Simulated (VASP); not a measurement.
# CuO (P4/mmm) in VASP: notebook

CuO is run at these levels: PBE, PBEsol; tasks: relaxation of cell and atoms, relaxation of the atoms.

All numbers are computed with VASP 6.6.1; they aren't measurements. Logs are shortened: lines on timing, memory, paths and dates and some standing lists are left out, and cuts for length are marked.

## Step 1: The cell of the first run

Symmetry: P4/mmm, No. 123, tetragonal system. The conventional cell has a = 4.161 Å, b = 4.161 Å, c = 3.888 Å, α = 90.00°, β = 90.00°, γ = 90.00°. Cu (site symmetry mmm) has 4 O at 1.94 to 2.08 Å within 2.6 Å. Within 2.6 Å of Cu (site symmetry 4/mmm) lie 6 O at 1.94 to 2.08 Å. Within 2.6 Å of O (site symmetry 4/mmm) lie 6 Cu at 1.94 to 2.08 Å. O (site symmetry mmm) has 4 Cu at 1.94 to 2.08 Å within 2.6 Å.

## Step 2: Relaxation of cell and atoms, PBE, target pressure 2 GPa, at which the enthalpy is minimised

Contents of INCAR:

```
ALGO = Normal
EDIFF = 1E-6
EDIFFG = -0.01
ENCUT = 600
GGA = PE
IBRION = 2
ISIF = 3
ISMEAR = -1
LASPH = True
LCHARG = False
LREAL = False
LWAVE = False
NELM = 60
NSW = 60
PREC = Accurate
PSTRESS = 20.0
SIGMA = 0.05
```

Contents of KPOINTS:

```
k-points
0
Gamma
  7 7 7
```

Contents of POSCAR:

```
CuO
1.0
    4.1609370000      0.0000000000      0.0000000000
    0.0000000000      4.1609370000      0.0000000000
    0.0000000000      0.0000000000      3.8876430000
Cu O
3 3
Direct
    0.5000000000      0.0000000000      0.5000000000
    0.0000000000      0.5000000000      0.5000000000
    0.0000000000      0.0000000000      0.0000000000
    0.0000000000      0.0000000000      0.5000000000
    0.5000000000      0.0000000000      0.0000000000
    0.0000000000      0.5000000000      0.0000000000
```

Potentials or basis: VASP PAW PBE potentials, release 64 (Cu, O).

The run is started by

```bash
$ cat potpaw_PBE.64/Cu/POTCAR potpaw_PBE.64/O/POTCAR > POTCAR
$ mpirun -np 1 vasp_std > vasp.out
```

OUTCAR:

```text
EDIFF = 1E-6
   EDIFFG = -0.01
   ENCUT = 600
   GGA = PE
   IBRION = 2
   ISIF = 3
   ISMEAR = -1
   LASPH = True
   LREAL = False
   NELM = 60
   NSW = 60
   PREC = Accurate
   PSTRESS = 20.0

 ion  position               nearest neighbor table
   1  0.500  0.000  0.500-   5 1.94   5 1.94   4 2.08   4 2.08
   2  0.000  0.500  0.500-   6 1.94   6 1.94   4 2.08   4 2.08
   3  0.000  0.000  0.000-   4 1.94   4 1.94   6 2.08   5 2.08   6 2.08   5 2.08
   4  0.000  0.000  0.500-   3 1.94   3 1.94   1 2.08   2 2.08   2 2.08   1 2.08
   5  0.500  0.000  0.000-   1 1.94   1 1.94   3 2.08   3 2.08
   6  0.000  0.500  0.000-   2 1.94   2 1.94   3 2.08   3 2.08

  LATTYP: Found a simple tetragonal cell.
 ALAT       =     4.1609370000
 C/A-ratio  =     0.9343191209

  Lattice vectors:

 A1 = (   4.1609370000,   0.0000000000,   0.0000000000)
 A2 = (   0.0000000000,   4.1609370000,   0.0000000000)
 A3 = (   0.0000000000,   0.0000000000,   3.8876430000)

Analysis of symmetry for initial positions (statically):
=====================================================================
 Subroutine PRICEL returns:
 Original cell was already a primitive cell.

 Routine SETGRP: Setting up the symmetry group for a
 simple tetragonal supercell.

 Subroutine GETGRP returns: Found 16 space group operations
 (whereof 16 operations were pure point group operations)
 out of a pool of 16 trial point group operations.

The static configuration has the point symmetry D_4h.

Analysis of symmetry for dynamics (positions and initial velocities):
=====================================================================
 Subroutine PRICEL returns:
 Original cell was already a primitive cell.

 Routine SETGRP: Setting up the symmetry group for a
 simple tetragonal supercell.

 Subroutine GETGRP returns: Found 16 space group operations
 (whereof 16 operations were pure point group operations)
 out of a pool of 16 trial point group operations.

The dynamic configuration has the point symmetry D_4h.

 Subroutine INISYM returns: Found 16 space group operations
 (whereof 16 operations are pure point group operations),
 and found     1 'primitive' translations

----------------------------------------------------------------------------------------

                                     Primitive cell

  volume of cell :      67.3083

  direct lattice vectors                    reciprocal lattice vectors
     4.160937000  0.000000000  0.000000000     0.240330483  0.000000000  0.000000000
     0.000000000  4.160937000  0.000000000     0.000000000  0.240330483  0.000000000
     0.000000000  0.000000000  3.887643000     0.000000000  0.000000000  0.257225265

  length of vectors
     4.160937000  4.160937000  3.887643000     0.240330483  0.240330483  0.257225265

  position of ions in fractional coordinates (direct lattice)
     0.500000000  0.000000000  0.500000000
     0.000000000  0.500000000  0.500000000
     0.000000000  0.000000000  0.000000000
     0.000000000  0.000000000  0.500000000
     0.500000000  0.000000000  0.000000000
     0.000000000  0.500000000  0.000000000

  ion indices of the primitive-cell ions
   primitive index   ion index
                 1           1
                 2           2
                 3           3
                 4           4
                 5           5
                 6           6

----------------------------------------------------------------------------------------

 KPOINTS: k-points

Automatic generation of k-mesh.
 Grid dimensions read from file:
 generate k-points for:    7    7    7

 Generating k-lattice:

  Cartesian coordinates                     Fractional coordinates (reciprocal lattice)
     0.034332926  0.000000000  0.000000000     0.142857143  0.000000000  0.000000000
     0.000000000  0.034332926  0.000000000     0.000000000  0.142857143  0.000000000
     0.000000000  0.000000000  0.036746466     0.000000000  0.000000000  0.142857143

  Length of vectors
     0.034332926  0.034332926  0.036746466

  Shift w.r.t. Gamma in fractional coordinates (k-lattice)
     0.000000000  0.000000000  0.000000000

 Subroutine IBZKPT returns following result:
 ===========================================

 Found     40 irreducible k-points:

 Following reciprocal coordinates:
            Coordinates               Weight
  0.000000  0.000000  0.000000      1.000000
  0.142857  0.000000  0.000000      4.000000
  0.285714  0.000000  0.000000      4.000000
  0.428571  0.000000  0.000000      4.000000
  0.142857  0.142857  0.000000      4.000000
  0.285714  0.142857  0.000000      8.000000
[... 16 lines left out ...]
  0.285714  0.000000  0.285714      8.000000
  0.428571  0.000000  0.285714      8.000000
 [... further k-points ...]
   k-points           NKPTS =     40   k-points in BZ     NKDIM =     40   number of bands    NBANDS=     30
   number of dos      NEDOS =    301   number of ions     NIONS =      6
   total plane-waves  NPLWV =  41472
   dimension x,y,z NGX =    36 NGY =   36 NGZ =   32
   dimension x,y,z NGXF=    72 NGYF=   72 NGZF=   64
   ions per type =               3   3
   NGX,Y,Z   is equivalent  to a cutoff of  14.38, 14.38, 13.68 a.u.
   NGXF,Y,Z  is equivalent  to a cutoff of  28.77, 28.77, 27.37 a.u.
 SYSTEM =  unknown system
   PREC   = accura    normal or accurate (medium, high low for compatibility)
   ISTART =      0    job   : 0-new  1-cont  2-samecut
   ICHARG =      2    charge: 1-file 2-atom 10-const
   ISPIN  =      1    spin polarized calculation?
   LNONCOLLINEAR =      F non collinear calculations
   LSORBIT =      F    spin-orbit coupling
   LASPH  =      T    aspherical Exc in radial PAW
   ENCUT  =  600.0 eV  44.10 Ry    6.64 a.u.   8.31  8.31  7.76*2*pi/ulx,y,z
   NELM   =     60;   NELMIN=  2; NELMDL= -5     # of ELM steps
   EDIFF  = 0.1E-05   stopping-criterion for ELM
   LREAL  =      F    real-space projection
   EDIFFG = -.1E-01   stopping-criterion for IOM
   NSW    =     60    number of steps for IOM
   IBRION =      2    ionic relax: 0-MD 1-quasi-New 2-CG
   NFREE  =      1    steps in history (QN), initial steepest desc. (CG)
   ISIF   =      3    stress and relaxation
   ISYM   =      2    0-nonsym 1-usesym 2-fastsym
   POTIM  = 0.5000    time-step for ionic-motion
   TEBEG  =    0.0;   TEEND  =   0.0 temperature during run
   PSTRESS=   20.0 pullay stress
   NELECT =      51.0000    total number of electrons
   NUPDOWN=      -1.0000    fix difference up-down
   EMIN   =  10.00;   EMAX   =-10.00  energy-range for DOS
   EFERMI =   0.00;   METHOD = LEGACY
   ISMEAR =    -1;   SIGMA  =   0.05  broadening in eV -4-tet -1-fermi 0-gaus
   EFERMI_NEDOS =   21; number of points for ismear=-14 and -15
   IALGO  =     38    algorithm
   IMIX   =      4    mixing-type and parameters
     AMIX     =   0.40;   BMIX     =  1.00
     AMIX_MAG =   1.60;   BMIX_MAG =  1.00
  volume/ion in A,a.u.               =      11.22        75.70
  Fermi-wavevector in a.u.,A,eV,Ry     =   1.492481  2.820379 30.306951  2.227498
  Thomas-Fermi vector in A             =   2.605003
   LORBIT       =      0    0 simple, 1 ext, 2 COOP (PROOUT), +10 PAW based schemes
   GGA     = PE    functional components
   LHFCALC =     F    Hartree Fock is set to
   AEXX    =    0.0000 exact exchange contribution
   IVDW    =     0    specifies the selected vdW correction
   LEPSILON=     F    determine dielectric tensor
   LRPA    =     F    only Hartree local field effects (RPA)
 conjugate gradient relaxation of ions
 non-spin polarized calculation
  energy-cutoff  :      600.00
  volume of cell :       67.31
 maximum number of plane-waves:      2268
 NGX is ok and might be reduce to    36
   NGX = 17   NGY = 17   NGZ = 15

--------------------------------------- Ionic step        1  -------------------------------------------

 number of electron      51.0000019 magnetization

 Free energy of the ion-electron system (eV)
  ---------------------------------------------------
  ext. energy  EPLUGINS =         0.00000000
  ---------------------------------------------------
  free energy    TOTEN  =       -27.96464691 eV

  energy without entropy =      -27.93406938  energy(sigma->0) =      -27.94935814

------------------------ aborting loop because EDIFF is reached ----------------------------------------

  FORCE on cell =-STRESS in cart. coord.  units (eV):
  Direction    XX          YY          ZZ          XY          YZ          ZX
  --------------------------------------------------------------------------------------
  -------------------------------------------------------------------------------------
  Total        0.9264220      0.9264220      0.8594291      0.0000000      0.0000000      0.0000000
  in kB       22.0521428     22.0521428     20.4574727      0.0000000      0.0000000      0.0000000
  external PRESSURE =       1.5205861 kB  Pullay stress =      20.0000000 kB
[... 237 lines left out ...]
  enthalpy is  TOTEN    =       -27.1245453044 eV   P V=        0.8422911432

--------------------------------------- Ionic step        7  -------------------------------------------

 number of electron      51.0000022 magnetization

 Free energy of the ion-electron system (eV)
  ---------------------------------------------------
  ext. energy  EPLUGINS =         0.00000000
  ---------------------------------------------------
  free energy    TOTEN  =       -27.96725096 eV

  energy without entropy =      -27.93635827  energy(sigma->0) =      -27.95180462

 E-fermi :   4.1045     XC(G=0): -11.1584

 val. band max:        4.0931203529   @ k =   0.1429   0.1429   0.4286
 cond. band min:       4.1408270311   @ k =   0.2857   0.2857   0.0000
 fundamental gap:      0.0477066781
 Fermi energy:         4.1045003229

 k-point     1 :       0.0000    0.0000    0.0000
  band No.  band energies     occupation
      1     -15.6604      2.00000
      2     -13.6574      2.00000
      3     -13.2383      2.00000
      4      -1.7661      2.00000
      5      -1.6198      2.00000
      6      -1.6198      2.00000
[... 781 lines left out ...]
     29       9.6280      0.00000
     30      12.0694      0.00000

 [... further k-points ...]

------------------------ aborting loop because EDIFF is reached ----------------------------------------

  FORCE on cell =-STRESS in cart. coord.  units (eV):
  Direction    XX          YY          ZZ          XY          YZ          ZX
  --------------------------------------------------------------------------------------
  -------------------------------------------------------------------------------------
  Total        0.8447293      0.8447293      0.7826674      0.0000000     -0.0000000      0.0000000
  in kB       20.0492478     20.0492478     18.5762390      0.0000000     -0.0000000      0.0000000
  external PRESSURE =      -0.4417551 kB  Pullay stress =      20.0000000 kB
[... 21 lines left out ...]
  FREE ENERGIE OF THE ION-ELECTRON SYSTEM (eV)
  ---------------------------------------------------
  free  energy   TOTEN  =       -27.9672509644 eV

  energy  without entropy=      -27.9363582728  energy(sigma->0) =      -27.95180462

  enthalpy is  TOTEN    =       -27.1245966199 eV   P V=        0.8426543445

 reached required accuracy - stopping structural energy minimisation
```

It took 12 min on 1 thread of Intel Xeon 8259CL, shared host; peak memory 0.25 GiB.

Results:

```yaml
Free_energy: -27.9673 eV
Relaxed_volume: 11.25 Å³/atom
Relaxed_cell: a = 4.168 Å, b = 4.168 Å, c = 3.886 Å, α = 90.00°, β = 90.00°, γ = 90.00°
Space_group_after_relaxing_to_0.1_Å: P4/mmm (No. 123)
Energy_change_on_relaxing_the_run_minimises_the_enthalpy: -0.4 meV/atom
Ionic_steps: 7
Pressure_after_relaxing: 2.0 GPa
Band_gap_on_the_k_mesh: zero (an odd number of electrons rules out a gap without spin polarisation)
```

Stress tensor (GPa, compression positive):
```
2.00 0.00 0.00
0.00 2.00 0.00
0.00 0.00 1.86
```

Step by step:
```
step  energy change (eV)  largest force (eV/Å)  pressure (GPa)  volume (Å³)
   1              0.0000                0.0000            2.15        67.31
   2             -0.0014                0.0000            2.10        67.41
   3             -0.0049                0.0000            1.43        67.72
   4             -0.0024                0.0000            1.87        67.49
   5             -0.0021                0.0000            1.96        67.47
   6             -0.0022                0.0000            1.95        67.47
   7             -0.0026                0.0000            1.96        67.50
```

Final structure:
```
Cu O
1.0
     4.16780    0.00000    0.00000
     0.00000    4.16780    0.00000
     0.00000    0.00000    3.88611
Cu O
3 3
Direct
  0.50000 0.00000 0.50000
  0.00000 0.50000 0.50000
  0.00000 0.00000 0.00000
  0.00000 0.00000 0.50000
  0.50000 0.00000 0.00000
  0.00000 0.50000 0.00000
```

Levels at points of the mesh, in eV from the Fermi level:
| k point | band 24 | band 25 | band 26 | band 27 | band 28 | band 29 |
| --- | --- | --- | --- | --- | --- | --- |
| (0.00, 0.00, 0.00) | -1.48 | -1.45 | -1.45 | -1.39 | 1.32 | 6.11 |

Caveat: the cell is relaxed towards a set pressure, so the run minimises the enthalpy, not the energy; an odd number of electrons without spin polarisation forces a metal; a magnetic or distorted state may lie lower; semilocal functionals often make such compounds metallic where correlation or magnetic order opens a gap, which also shifts bond lengths. With open d or f shells a metallic result of PBE can be an artefact of self-interaction; +U or a hybrid may open a gap.

## Step 3: Relaxation of cell and atoms, PBE, target pressure 5 GPa, at which the enthalpy is minimised

Contents of INCAR:

```
SYSTEM = CuO
  ALGO = Normal
  EDIFF = 1E-6
  EDIFFG = -0.01
  ENCUT = 600
  GGA = PE
  IBRION = 2
  ISIF = 3
  ISMEAR = -1
  LASPH = .TRUE.
  LCHARG = .FALSE.
  LREAL = .FALSE.
  LWAVE = .FALSE.
  NELM = 80
  NSW = 60
  PREC = Accurate
  PSTRESS = 50.0
  SIGMA = 0.05
```

Contents of KPOINTS:

```
k-points
0
G
  7 7 7
  0 0 0
```

POSCAR is that of step 2.

Potentials or basis: VASP PAW PBE potentials, release 64 (Cu, O).

The run is started by

```bash
$ cat potpaw_PBE.64/Cu/POTCAR potpaw_PBE.64/O/POTCAR > POTCAR
$ mpirun -np 1 vasp_std > vasp.out
```

Run time: 15 min. Hardware: 1 thread of Intel Xeon 8259CL, shared host; peak memory 0.25 GiB.

Results (log left out):

| Property | Result |
| --- | --- |
| Free energy | -27.9302 eV |
| Relaxed volume | 10.96 Å³/atom |
| Relaxed cell | a = 4.113 Å, b = 4.113 Å, c = 3.889 Å, α = 90.00°, β = 90.00°, γ = 90.00° |
| Space group after relaxing (to 0.1 Å) | P4/mmm (No. 123) |
| Energy change on relaxing (the run minimises the enthalpy) | +5.7 meV/atom |
| Ionic steps | 6 |
| Pressure after relaxing | 4.9 GPa |
| Band gap on the k mesh | zero (an odd number of electrons rules out a gap without spin polarisation) |

The path:
| step | energy change (eV) | largest force (eV/Å) | pressure (GPa) | volume (Å³) |
| --- | --- | --- | --- | --- |
| 1 | 0.0000 | 0.0000 | 2.15 | 67.31 |
| 2 | 0.0542 | 0.0000 | 6.86 | 65.38 |
| 3 | 0.0258 | 0.0000 | 5.00 | 66.15 |
| 4 | 0.0289 | 0.0000 | 4.95 | 65.98 |
| 5 | 0.0386 | 0.0000 | 5.06 | 65.65 |
| 6 | 0.0344 | 0.0000 | 4.91 | 65.77 |

Final structure:
```
Cu O
1.0
     4.11250    0.00000    0.00000
     0.00000    4.11250    0.00000
     0.00000    0.00000    3.88894
Cu O
3 3
Direct
  0.50000 0.00000 0.50000
  0.00000 0.50000 0.50000
  0.00000 0.00000 0.00000
  0.00000 0.00000 0.50000
  0.50000 0.00000 0.00000
  0.00000 0.50000 0.00000
```

Levels at points of the mesh, in eV from the Fermi level:
| k point | band 22 | band 23 | band 24 | band 25 | band 26 | band 27 | band 28 | band 29 | band 30 |
| --- | --- | --- | --- | --- | --- | --- | --- | --- | --- |
| (0.00, 0.00, 0.00) | -1.80 | -1.57 | -1.51 | -1.46 | -1.46 | -1.40 | 1.32 | 6.26 | 7.74 |

Caveat: the cell is relaxed towards a set pressure, so the run minimises the enthalpy, not the energy; an odd number of electrons without spin polarisation forces a metal; a magnetic or distorted state may lie lower; semilocal functionals often make such compounds metallic where correlation or magnetic order opens a gap, which also shifts bond lengths. With open d or f shells a metallic result of PBE can be an artefact of self-interaction; +U or a hybrid may open a gap.

## Step 4: Relaxation of the atoms, PBEsol

Contents of INCAR:

```
SYSTEM = CuO
PREC = Accurate ; ENCUT = 520
EDIFF = 1E-7 ; ISMEAR = -1
SIGMA = 0.05 ; LREAL = .FALSE.
LASPH = .TRUE. ; NELM = 80
ALGO = Normal ; ISIF = 2
LWAVE = .FALSE. ; LCHARG = .FALSE.
GGA = PS ; IBRION = 2
NSW = 60 ; EDIFFG = -0.01
```

Contents of KPOINTS:

```
regular mesh
0
G
  6 6 6
  0 0 0
```

POSCAR is that of step 3.

The run is started by

```bash
$ cat potpaw_PBE.64/Cu/POTCAR potpaw_PBE.64/O/POTCAR > POTCAR
$ mpirun -np 1 vasp_std > vasp.out
```

It took 81 s on 1 thread of Intel Xeon Platinum 8259CL at 2.50GHz (Skylake/Cascade Lake), shared host; peak memory 0.21 GiB.

Results (log left out):

| Quantity | Value |
| --- | --- |
| Free energy | -30.5406 eV |
| Pressure after relaxing | -4.8 GPa |
| Band gap on the k mesh | zero (an odd number of electrons rules out a gap without spin polarisation) |

Stress tensor (GPa, compression positive):
```
-3.47  0.00  0.00
 0.00 -3.47  0.00
 0.00  0.00 -7.58
```

Final structure:
```
Cu O
1.0
     4.16094    0.00000    0.00000
     0.00000    4.16094    0.00000
     0.00000    0.00000    3.88764
Cu O
3 3
Direct
  0.50000 0.00000 0.50000
  0.00000 0.50000 0.50000
  0.00000 0.00000 0.00000
  0.00000 0.00000 0.50000
  0.50000 0.00000 0.00000
  0.00000 0.50000 0.00000
```

Levels at points of the mesh, in eV from the Fermi level:
| k point | band 22 | band 23 | band 24 | band 25 | band 26 | band 27 | band 28 | band 29 | band 30 |
| --- | --- | --- | --- | --- | --- | --- | --- | --- | --- |
| (0.00, 0.00, 0.00) | -1.68 | -1.50 | -1.46 | -1.42 | -1.42 | -1.35 | 1.29 | 6.07 | 7.54 |
| (0.50, 0.00, 0.00) | -1.63 | -1.52 | -1.47 | -0.94 | -0.70 | -0.58 | 3.83 | 3.97 | 8.51 |
| (0.50, 0.50, 0.00) | -1.39 | -1.33 | -0.72 | -0.45 | -0.45 | 1.02 | 3.59 | 6.28 | 6.28 |
| (0.00, 0.00, 0.50) | -1.11 | -1.11 | -0.70 | -0.15 | -0.15 | 0.03 | 5.09 | 6.72 | 7.66 |
| (0.50, 0.00, 0.50) | -1.05 | -0.81 | -0.43 | -0.05 | 1.24 | 1.28 | 4.64 | 6.49 | 7.52 |
| (0.50, 0.50, 0.50) | -0.34 | 0.21 | 1.27 | 1.28 | 1.33 | 1.33 | 1.88 | 6.91 | 8.24 |

Caveat: the PAW data sets were made with another functional, which shifts forces and pressure a little; an odd number of electrons without spin polarisation forces a metal; a magnetic or distorted state may lie lower; semilocal functionals often make such compounds metallic where correlation or magnetic order opens a gap, which also shifts bond lengths.

[end of part 1 of 2]

The gap in the log of VASP goes by the Fermi energy; the results here count the filled bands.